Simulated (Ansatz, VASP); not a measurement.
**GaCuSe2: VASP beside Ansatz**

INCAR

```
SYSTEM = GaCuSe2
PREC = Accurate
ENCUT = 520
EDIFF = 1E-7
ISMEAR = -1
SIGMA = 0.05
LREAL = .FALSE.
LASPH = .TRUE.
NELM = 80
ALGO = Normal
ISIF = 2
LWAVE = .FALSE.
LCHARG = .TRUE.
GGA = PS
LELF = .TRUE.
LVHAR = .TRUE.
NBANDS = 46
```

Contents of KPOINTS:

```
Automatic mesh
0
G
  7 7 7
  0 0 0
```

POSCAR

```
GaCuSe2
1.0
   -2.8646532052      2.8646532052      5.6211254900
    2.8646532052     -2.8646532052      5.6211254900
    2.8646532052      2.8646532052     -5.6211254900
Se Ga Cu
4 2 2
Direct
    0.1256200000      0.6250000000      0.0006200000
    0.8750000000      0.8743800000      0.4993800000
    0.6243800000      0.1250000000      0.9993800000
    0.3750000000      0.3756200000      0.5006200000
    0.2500000000      0.7500000000      0.5000000000
    0.5000000000      0.5000000000      0.0000000000
    0.7500000000      0.2500000000      0.5000000000
    0.0000000000      0.0000000000      0.0000000000
```

The input input.yaml:

```yaml
crystal:
  lattice:
    - [-2.8646532052, 2.8646532052, 5.62112549]
    - [2.8646532052, -2.8646532052, 5.62112549]
    - [2.8646532052, 2.8646532052, -5.62112549]
  atoms:
    - { symbol: Se, position: [0.12562, 0.625, 0.00062] }
    - { symbol: Se, position: [0.875, 0.87438, 0.49938] }
    - { symbol: Se, position: [0.62438, 0.125, 0.99938] }
    - { symbol: Se, position: [0.375, 0.37562, 0.50062] }
    - { symbol: Ga, position: [0.25, 0.75, 0.5] }
    - { symbol: Ga, position: [0.5, 0.5, 0.0] }
    - { symbol: Cu, position: [0.75, 0.25, 0.5] }
    - { symbol: Cu, position: [0.0, 0.0, 0.0] }
kpoints:
  mp_grid: { grid: [7, 7, 7] }
scf:
  occupations: { method: fermi_dirac, width: 0.05 }
hamiltonian:
  xc: pbesol
  pseudopotentials: { kind: all_electron, lapw: { basis_error: 0.001 } }
output:
  forces: true
  stress: true
  eigenvalues: true
```

Change from the starting cell: volume scaled by 1.06.

Alike in both runs: task single point; functional PBEsol; k mesh 7 × 7 × 7; occupations fermi-dirac, width 0.05 eV; no spin polarisation.

|  | VASP | Ansatz |
| --- | --- | --- |
| version | VASP 6.6.1 | Ansatz 0.2.0 |
| potentials or method | VASP PAW PBE potentials, release 64 (Se, Ga_d, Cu), cutoff 520 eV | all-electron LAPW, scalar-relativistic |

Ansatz gave:

* gap on the k mesh at the Fermi level (eV): none
* pressure (GPa): -4.1
* traceless stress, the component that is largest in VASP (GPa): 0.19
* rms of the force components (eV/Å): 0.131

**Question.** Estimate VASP's values.

**Answer.** gap on the k mesh at the Fermi level (eV): none; pressure (GPa): -3.9; traceless stress, the component that is largest in VASP (GPa): 0.19; rms of the force components (eV/Å): 0.124.

VASP's potentials were made for PBE, not for PBEsol. Atom by atom the forces differ by 0.007 eV/Å (rms over components). A gap of «none» marks a metal or a gap that the smearing closes. Ansatz ran all-electron here, and VASP with PAW potentials.
